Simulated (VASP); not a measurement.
# MgO (rocksalt type) (Fm-3m) in VASP: relaxation of cell and atoms with PBE

Aim: the relaxation of cell and atoms of MgO (rocksalt type) with PBE.

All numbers are computed with VASP 6.6.1; they aren't measurements. Logs are shortened: lines on timing, memory, paths and dates and some standing lists are left out, and cuts for length are marked.

**1. The cell of the first run**

Symmetry: Fm-3m, No. 225, cubic system. The conventional cell has a = 4.465 Å, b = 4.465 Å, c = 4.465 Å, α = 90.00°, β = 90.00°, γ = 90.00°. Within 3.0 Å of Mg (site symmetry m-3m) lie 6 O at 2.23 Å. O (site symmetry m-3m) has 6 Mg at 2.23 Å within 3.0 Å.

**2. Relaxation of cell and atoms, PBE**

Contents of INCAR:

```
SYSTEM = MgO
PREC = Accurate
ENCUT = 840
EDIFF = 1E-7
ISMEAR = -1
SIGMA = 0.05
LREAL = .FALSE.
LASPH = .TRUE.
NELM = 120
ALGO = Normal
ISIF = 3
LWAVE = .FALSE.
LCHARG = .FALSE.
GGA = PE
IBRION = 2
NSW = 100
EDIFFG = -0.005
GGA_COMPAT = .FALSE.
NELMIN = 4
```

Contents of KPOINTS:

```
Automatic mesh
0
G
  16 16 16
  0 0 0
```

Contents of POSCAR:

```
MgO
1.0
    0.0000000000      2.2322827293      2.2322827293
    2.2322827293      0.0000000000      2.2322827293
    2.2322827293      2.2322827293      0.0000000000
Mg O
1 1
Direct
    0.0000000000      0.0000000000      0.0000000000
    0.5000000000      0.5000000000      0.5000000000
```

Potentials or basis: VASP PAW PBE potentials, release 64 (Mg_sv, O).

The run is started by

```console
cat potpaw_PBE.64/Mg_sv/POTCAR potpaw_PBE.64/O/POTCAR > POTCAR
mpirun -np 1 vasp_std > vasp.out
```

OUTCAR:

```text
SYSTEM = MgO
   PREC = Accurate
   ENCUT = 840
   EDIFF = 1E-7
   ISMEAR = -1
   LREAL = .FALSE.
   LASPH = .TRUE.
   NELM = 120
   ISIF = 3
   GGA = PE
   IBRION = 2
   NSW = 100
   EDIFFG = -0.005
   NELMIN = 4

 ion  position               nearest neighbor table
   1  0.000  0.000  0.000-
   2  0.500  0.500  0.500-

  LATTYP: Found a face centered cubic cell.
 ALAT       =     4.4645654586

  Lattice vectors:

 A1 = (   0.0000000000,   2.2322827293,   2.2322827293)
 A2 = (   2.2322827293,   0.0000000000,   2.2322827293)
 A3 = (   2.2322827293,   2.2322827293,   0.0000000000)

Analysis of symmetry for initial positions (statically):
=====================================================================
 Subroutine PRICEL returns:
 Original cell was already a primitive cell.

 Routine SETGRP: Setting up the symmetry group for a
 face centered cubic supercell.

 Subroutine GETGRP returns: Found 48 space group operations
 (whereof 48 operations were pure point group operations)
 out of a pool of 48 trial point group operations.

The static configuration has the point symmetry O_h .

Analysis of symmetry for dynamics (positions and initial velocities):
=====================================================================
 Subroutine PRICEL returns:
 Original cell was already a primitive cell.

 Routine SETGRP: Setting up the symmetry group for a
 face centered cubic supercell.

 Subroutine GETGRP returns: Found 48 space group operations
 (whereof 48 operations were pure point group operations)
 out of a pool of 48 trial point group operations.

The dynamic configuration has the point symmetry O_h .

 Subroutine INISYM returns: Found 48 space group operations
 (whereof 48 operations are pure point group operations),
 and found     1 'primitive' translations

----------------------------------------------------------------------------------------

                                     Primitive cell

  volume of cell :      22.2473

  direct lattice vectors                    reciprocal lattice vectors
     0.000000000  2.232282729  2.232282729    -0.223985964  0.223985964  0.223985964
     2.232282729  0.000000000  2.232282729     0.223985964 -0.223985964  0.223985964
     2.232282729  2.232282729  0.000000000     0.223985964  0.223985964 -0.223985964

  length of vectors
     3.156924511  3.156924511  3.156924511     0.387955071  0.387955071  0.387955071

  position of ions in fractional coordinates (direct lattice)
     0.000000000  0.000000000  0.000000000
     0.500000000  0.500000000  0.500000000

  ion indices of the primitive-cell ions
   primitive index   ion index
                 1           1
                 2           2

----------------------------------------------------------------------------------------

 KPOINTS: Automatic mesh

Automatic generation of k-mesh.
 Grid dimensions read from file:
 generate k-points for:   16   16   16

 Generating k-lattice:

  Cartesian coordinates                     Fractional coordinates (reciprocal lattice)
    -0.013999123  0.013999123  0.013999123     0.062500000  0.000000000  0.000000000
     0.013999123 -0.013999123  0.013999123     0.000000000  0.062500000  0.000000000
     0.013999123  0.013999123 -0.013999123     0.000000000  0.000000000  0.062500000

  Length of vectors
     0.024247192  0.024247192  0.024247192

  Shift w.r.t. Gamma in fractional coordinates (k-lattice)
     0.000000000  0.000000000  0.000000000

 Subroutine IBZKPT returns following result:
 ===========================================

 Found    145 irreducible k-points:

 Following reciprocal coordinates:
            Coordinates               Weight
  0.000000  0.000000  0.000000      1.000000
  0.062500  0.000000  0.000000      8.000000
  0.125000  0.000000  0.000000      8.000000
  0.187500  0.000000  0.000000      8.000000
  0.250000  0.000000  0.000000      8.000000
  0.312500  0.000000  0.000000      8.000000
[... 16 lines left out ...]
 -0.125000  0.062500  0.000000     24.000000
 -0.062500  0.062500  0.000000     12.000000
 [... further k-points ...]
   k-points           NKPTS =    145   k-points in BZ     NKDIM =    145   number of bands    NBANDS=     12
   number of dos      NEDOS =    301   number of ions     NIONS =      2
   total plane-waves  NPLWV =  27000
   dimension x,y,z NGX =    30 NGY =   30 NGZ =   30
   dimension x,y,z NGXF=    60 NGYF=   60 NGZF=   60
   ions per type =               1   1
   NGX,Y,Z   is equivalent  to a cutoff of  15.80, 15.80, 15.80 a.u.
   NGXF,Y,Z  is equivalent  to a cutoff of  31.60, 31.60, 31.60 a.u.
 SYSTEM =  MgO
   PREC   = accura    normal or accurate (medium, high low for compatibility)
   ISTART =      0    job   : 0-new  1-cont  2-samecut
   ICHARG =      2    charge: 1-file 2-atom 10-const
   ISPIN  =      1    spin polarized calculation?
   LNONCOLLINEAR =      F non collinear calculations
   LSORBIT =      F    spin-orbit coupling
   LASPH  =      T    aspherical Exc in radial PAW
   ENCUT  =  840.0 eV  61.74 Ry    7.86 a.u.   7.46  7.46  7.46*2*pi/ulx,y,z
   NELM   =    120;   NELMIN=  4; NELMDL= -5     # of ELM steps
   EDIFF  = 0.1E-06   stopping-criterion for ELM
   LREAL  =      F    real-space projection
   EDIFFG = -.5E-02   stopping-criterion for IOM
   NSW    =    100    number of steps for IOM
   IBRION =      2    ionic relax: 0-MD 1-quasi-New 2-CG
   NFREE  =      1    steps in history (QN), initial steepest desc. (CG)
   ISIF   =      3    stress and relaxation
   ISYM   =      2    0-nonsym 1-usesym 2-fastsym
   POTIM  = 0.5000    time-step for ionic-motion
   TEBEG  =    0.0;   TEEND  =   0.0 temperature during run
   PSTRESS=    0.0 pullay stress
   NELECT =      16.0000    total number of electrons
   NUPDOWN=      -1.0000    fix difference up-down
   EMIN   =  10.00;   EMAX   =-10.00  energy-range for DOS
   EFERMI =   0.00;   METHOD = LEGACY
   ISMEAR =    -1;   SIGMA  =   0.05  broadening in eV -4-tet -1-fermi 0-gaus
   EFERMI_NEDOS =   21; number of points for ismear=-14 and -15
   IALGO  =     38    algorithm
   IMIX   =      4    mixing-type and parameters
     AMIX     =   0.40;   BMIX     =  1.00
     AMIX_MAG =   1.60;   BMIX_MAG =  1.00
  volume/ion in A,a.u.               =      11.12        75.07
  Fermi-wavevector in a.u.,A,eV,Ry     =   1.466748  2.771753 29.270906  2.151351
  Thomas-Fermi vector in A             =   2.582449
   LORBIT       =      0    0 simple, 1 ext, 2 COOP (PROOUT), +10 PAW based schemes
   GGA     = PE    functional components
   LHFCALC =     F    Hartree Fock is set to
   AEXX    =    0.0000 exact exchange contribution
   IVDW    =     0    specifies the selected vdW correction
   LEPSILON=     F    determine dielectric tensor
   LRPA    =     F    only Hartree local field effects (RPA)
 conjugate gradient relaxation of ions
 non-spin polarized calculation
  energy-cutoff  :      840.00
  volume of cell :       22.25
 maximum number of plane-waves:      1249
 NGX is ok and might be reduce to    30
   NGX = 15   NGY = 15   NGZ = 15

--------------------------------------- Ionic step        1  -------------------------------------------

 number of electron      15.9999995 magnetization

 Free energy of the ion-electron system (eV)
  ---------------------------------------------------
  ext. energy  EPLUGINS =         0.00000000
  ---------------------------------------------------
  free energy    TOTEN  =       -11.72237945 eV

  energy without entropy =      -11.72237945  energy(sigma->0) =      -11.72237945

------------------------ aborting loop because EDIFF is reached ----------------------------------------

  FORCE on cell =-STRESS in cart. coord.  units (eV):
  Direction    XX          YY          ZZ          XY          YZ          ZX
  --------------------------------------------------------------------------------------
  -------------------------------------------------------------------------------------
  Total       -2.2461116     -2.2461116     -2.2461116      0.0000000      0.0000000      0.0000000
  in kB     -161.7574615   -161.7574615   -161.7574615      0.0000000      0.0000000      0.0000000
  external PRESSURE =    -161.7574615 kB  Pullay stress =       0.0000000 kB
[... 57 lines left out ...]
  energy  without entropy=      -11.8848774393  energy(sigma->0) =      -11.88487744

--------------------------------------- Ionic step        3  -------------------------------------------

 number of electron      15.9999993 magnetization

 Free energy of the ion-electron system (eV)
  ---------------------------------------------------
  ext. energy  EPLUGINS =         0.00000000
  ---------------------------------------------------
  free energy    TOTEN  =       -11.89036971 eV

  energy without entropy =      -11.89036971  energy(sigma->0) =      -11.89036971

 E-fermi :   3.7689     XC(G=0): -11.2328

 val. band max:        2.6919657579   @ k =   0.0000   0.0000   0.0000
 cond. band min:       7.1311146222   @ k =   0.0000   0.0000   0.0000
 fundamental gap:      4.4391488644
 Fermi energy:         3.7688762676

 k-point     1 :       0.0000    0.0000    0.0000
  band No.  band energies     occupation
      1     -69.6868      2.00000
      2     -36.4125      2.00000
      3     -36.4125      2.00000
      4     -36.4125      2.00000
      5     -14.3992      2.00000
      6       2.6920      2.00000
      7       2.6920      2.00000
      8       2.6920      2.00000
      9       7.1311      0.00000
     10      18.3192      0.00000
     11      18.3192      0.00000
     12      18.3192      0.00000
[... 331 lines left out ...]
 k-point    24 :      -0.0625    0.0625    0.0000
  band No.  band energies     occupation
      1     -69.6860      2.00000
      2     -36.4194      2.00000
      3     -36.4144      2.00000
      4     -36.4127      2.00000
      5     -14.2925      2.00000
      6       2.0538      2.00000
      7       2.5695      2.00000
      8       2.6483      2.00000
      9       7.7913      0.00000
     10      17.0351      0.00000
     11      18.5286      0.00000
     12      18.5755      0.00000

 [... further k-points ...]

------------------------ aborting loop because EDIFF is reached ----------------------------------------

  FORCE on cell =-STRESS in cart. coord.  units (eV):
  Direction    XX          YY          ZZ          XY          YZ          ZX
  --------------------------------------------------------------------------------------
  -------------------------------------------------------------------------------------
  Total        0.0073282      0.0073282      0.0073282      0.0000000     -0.0000000      0.0000000
  in kB        0.6089442      0.6089442      0.6089442      0.0000000     -0.0000000      0.0000000
  external PRESSURE =       0.6089442 kB  Pullay stress =       0.0000000 kB
[... 17 lines left out ...]
  FREE ENERGIE OF THE ION-ELECTRON SYSTEM (eV)
  ---------------------------------------------------
  free  energy   TOTEN  =       -11.8903697076 eV

  energy  without entropy=      -11.8903697076  energy(sigma->0) =      -11.89036971

 reached required accuracy - stopping structural energy minimisation
```

Wall time 1.8 min (1 thread of Intel Xeon 6975P-C (Granite Rapids), shared host); peak memory 0.22 GiB.

Results:

```
Free energy                           : -11.8904 eV
Relaxed volume                        : 9.64 Å³/atom
Relaxed cell                          : a = 3.010 Å, b = 3.010 Å, c = 3.010 Å, α = 60.00°, β = 60.00°, γ = 60.00°
Space group after relaxing (to 0.1 Å) : Fm-3m (No. 225)
Energy gained by relaxing             : 84.0 meV/atom
Ionic steps                           : 3
Pressure after relaxing               : 0.1 GPa
Band gap on the k mesh                : 4.44 eV
```

Step by step:
```tsv
step	energy change (eV)	largest force (eV/Å)	pressure (GPa)	volume (Å³)
1	0.0000	0.0000	-16.18	22.25
2	-0.1625	0.0000	3.86	18.82
3	-0.1680	0.0000	0.06	19.28
```

Final structure:
```xyz
2
Lattice="0.0000 2.1283 2.1283 2.1283 0.0000 2.1283 2.1283 2.1283 0.0000" Properties=species:S:1:pos:R:3 pbc="T T T"
Mg    0.0000    0.0000    0.0000
O     2.1283    2.1283    2.1283
```
